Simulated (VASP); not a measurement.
# Ir (Im-3m) in VASP: a series of runs, part 2 of 2

VASP 6.6.1.

**4. Relaxation of cell and atoms, PBE**

This run uses another cell than the first one, of 15.74 Å³/atom, 1.046 times its volume.

The input, INCAR:

```
SYSTEM = Ir
  PREC = Accurate
  ENCUT = 600
  EDIFF = 1E-6
  ISMEAR = 0
  SIGMA = 0.1
  LREAL = .FALSE.
  LASPH = .TRUE.
  NELM = 80
  ALGO = Normal
  ISIF = 3
  LWAVE = .FALSE.
  LCHARG = .FALSE.
  GGA = PE
  IBRION = 2
  NSW = 90
  EDIFFG = -0.04
```

The input, KPOINTS:

```
regular mesh
0
G
  8 8 8
  0 0 0
```

The input, POSCAR:

```
Ir
1.0
   -1.5788553348      1.5788553348      1.5788553348
    1.5788553348     -1.5788553348      1.5788553348
    1.5788553348      1.5788553348     -1.5788553348
Ir
1
Direct
    0.0000000000      0.0000000000      0.0000000000
```

Potentials or basis: VASP PAW PBE potentials, release 64 (Ir).

Launch:

```console
> cat potpaw_PBE.64/Ir/POTCAR > POTCAR
> mpirun -np 1 vasp_std > vasp.out
```

OUTCAR:

```text
SYSTEM = Ir
   PREC = Accurate
   ENCUT = 600
   EDIFF = 1E-6
   ISMEAR = 0
   LREAL = .FALSE.
   LASPH = .TRUE.
   NELM = 80
   ISIF = 3
   GGA = PE
   IBRION = 2
   NSW = 90
   EDIFFG = -0.04

 ion  position               nearest neighbor table
   1  0.000  0.000  0.000-

  LATTYP: Found a body centered cubic cell.
 ALAT       =     3.1577106696

  Lattice vectors:

 A1 = (  -1.5788553348,   1.5788553348,   1.5788553348)
 A2 = (   1.5788553348,  -1.5788553348,   1.5788553348)
 A3 = (   1.5788553348,   1.5788553348,  -1.5788553348)

Analysis of symmetry for initial positions (statically):
=====================================================================
 Subroutine PRICEL returns:
 Original cell was already a primitive cell.

 Routine SETGRP: Setting up the symmetry group for a
 body centered cubic supercell.

 Subroutine GETGRP returns: Found 48 space group operations
 (whereof 48 operations were pure point group operations)
 out of a pool of 48 trial point group operations.

The static configuration has the point symmetry O_h .

Analysis of symmetry for dynamics (positions and initial velocities):
[... 165 lines left out ...]
  --------------------------------------------------------------------------------------
  -------------------------------------------------------------------------------------
  Total       -1.1336085     -1.1336085     -1.1336085      0.0000000      0.0000000     -0.0000000
  in kB     -115.3683415   -115.3683415   -115.3683415      0.0000000      0.0000000     -0.0000000
  external PRESSURE =    -115.3683415 kB  Pullay stress =       0.0000000 kB
[... 22 lines left out ...]
--------------------------------------- Ionic step        2  -------------------------------------------

 number of electron       9.0000001 magnetization

 E-fermi :  11.2318     XC(G=0): -14.3398

 val. band max:       11.2246601525   @ k =  -0.3750  -0.3750   0.1250
 cond. band min:      11.2678167277   @ k =   0.2500   0.2500   0.1250
 fundamental gap:      0.0431565752
 Fermi energy:        11.2317965130

 k-point     1 :       0.0000    0.0000    0.0000
  band No.  band energies     occupation
      1      -0.2787      2.00000
      2       7.1400      2.00000
      3       7.1400      2.00000
      4       7.1400      2.00000
      5      10.5903      2.00000
      6      10.5903      2.00000
      7      28.1902      0.00000
      8      28.1902      0.00000
[... 322 lines left out ...]
--------------------------------------- Ionic step        4  -------------------------------------------

 number of electron       9.0000000 magnetization

 Free energy of the ion-electron system (eV)
  ---------------------------------------------------
  ext. energy  EPLUGINS =         0.00000000
  ---------------------------------------------------
  free energy    TOTEN  =        -8.20611735 eV

  energy without entropy =       -8.19038911  energy(sigma->0) =       -8.19825323

 E-fermi :   9.1001     XC(G=0): -13.5839

 val. band max:        9.0668285166   @ k =   0.5000   0.0000   0.0000
 cond. band min:       9.1036816612   @ k =  -0.3750  -0.3750   0.1250
 fundamental gap:      0.0368531446
 Fermi energy:         9.1001024949

 k-point     1 :       0.0000    0.0000    0.0000
  band No.  band energies     occupation
      1      -1.1070      2.00000
      2       5.7145      2.00000
      3       5.7145      2.00000
      4       5.7145      2.00000
      5       8.6110      2.00000
      6       8.6110      2.00000
      7      26.0266      0.00000
      8      26.0266      0.00000
[... 281 lines left out ...]
  FREE ENERGIE OF THE ION-ELECTRON SYSTEM (eV)
  ---------------------------------------------------
  free  energy   TOTEN  =        -8.2061173508 eV

  energy  without entropy=       -8.1903891065  energy(sigma->0) =       -8.19825323

 reached required accuracy - stopping structural energy minimisation
```

OSZICAR:

```text
N       E                     dE             d eps       ncg     rms          rms(c)
DAV:   1     0.490707050095E+02    0.49071E+02   -0.46574E+03   464   0.111E+03
DAV:   2    -0.788921500228E+01   -0.56960E+02   -0.55193E+02   480   0.211E+02
DAV:   3    -0.866460336259E+01   -0.77539E+00   -0.77294E+00   648   0.338E+01
[... 28 lines left out ...]
DAV:   1    -0.820628212287E+01   -0.22349E-03   -0.51428E-03   464   0.118E+00    0.101E-01
DAV:   2    -0.820612143895E+01    0.16068E-03   -0.46163E-04   480   0.294E-01    0.351E-02
DAV:   3    -0.820611592869E+01    0.55103E-05   -0.28644E-05   560   0.632E-02    0.179E-02
DAV:   4    -0.820611735662E+01   -0.14279E-05   -0.16756E-06   464   0.150E-02    0.985E-04
DAV:   5    -0.820611735079E+01    0.58337E-08   -0.12052E-08   232   0.111E-03
   4 F= -.82061174E+01 E0= -.81982532E+01  d E =-.246849E-01
```

Run time: 27 s. Hardware: 1 thread of AMD EPYC 7R13, shared host; peak memory 0.12 GiB.

Results:

- Free energy: -8.2061 eV
- Relaxed volume: 15.09 Å³/atom
- Relaxed cell: a = 2.697 Å, b = 2.697 Å, c = 2.697 Å, α = 109.47°, β = 109.47°, γ = 109.47°
- Space group after relaxing (to 0.05 Å): Im-3m (No. 229)
- Energy gained by relaxing: 24.7 meV/atom
- Ionic steps: 4
- Pressure after relaxing: -0.1 GPa

The path:
```tsv
step	energy change (eV)	largest force (eV/Å)	pressure (GPa)	volume (Å³)
1	0.0000	0.0000	-11.54	15.74
2	0.2357	0.0000	53.16	13.30
3	-0.0246	0.0000	-0.61	15.12
4	-0.0247	0.0000	-0.13	15.09
```

Final structure:
```
Ir
1.0
    -1.55686    1.55686    1.55686
     1.55686   -1.55686    1.55686
     1.55686    1.55686   -1.55686
Ir
1
Direct
  0.00000 0.00000 0.00000
```

Caveat: spin-orbit coupling is left out, which moves the levels of the heavy elements.

**5. Summary**

| task | cell | cutoff (eV) | gap on the mesh (eV) | pressure (GPa) |
| --- | --- | --- | --- | --- |
| single point | a = 2.694 Å, angles 109.5°, 1 atom | 520 | none | 0.8 |
| single point | a = 2.735 Å, angles 109.5°, 1 atom | 520 | none | -11.9 |
| relaxation of cell and atoms | relaxed from a = 2.735 Å, angles 109.5°, 1 atom | 600 | none | -0.1 |

Alike in all rows: level PBE; potentials or basis VASP PAW PBE potentials, release 64 (Ir); no spin polarisation; k mesh 8 × 8 × 8; smearing gaussian 0.1 eV.

Caveats: spin-orbit coupling is left out, which moves the levels of the heavy elements.

Total energies depend on the potentials used, so only differences within one code and one set of settings carry meaning.
